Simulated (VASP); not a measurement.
Here is a VASP 6.6.1 calculation.

Contents of INCAR:

```
SYSTEM = W
  ALGO = Normal
  EDIFF = 1E-7
  ENCUT = 520
  GGA = RP
  ISIF = 2
  ISMEAR = -1
  LASPH = .TRUE.
  LCHARG = .FALSE.
  LREAL = .FALSE.
  LWAVE = .FALSE.
  NBANDS = 13
  NELM = 60
  PREC = Accurate
  SIGMA = 0.05
```

The input KPOINTS:

```
k-points
0
G
  11 11 11
  0 0 0
```

POSCAR

```
W
1.0
    0.0000000000      2.0300000000      2.0300000000
    2.0300000000      0.0000000000      2.0300000000
    2.0300000000      2.0300000000      0.0000000000
W
1
Direct
    0.0000000000      0.0000000000      0.0000000000
```

Potentials or basis: VASP PAW PBE potentials, release 64 (W_sv).

The run is started by

```console
$ cat potpaw_PBE.64/W_sv/POTCAR > POTCAR
$ mpirun -np 1 vasp_std > vasp.out
```

Problem. Estimate the pressure.

Solution. -1.0 GPa.

Problem. Estimate the band gap on the k mesh.

Solution. Zero (band 7 reaches 12.85 eV, above the bottom of band 8 at 9.79 eV).

Caveat: the PAW data sets were made with another functional, which shifts forces and pressure a little; spin-orbit coupling is left out, which moves the levels of the heavy elements.
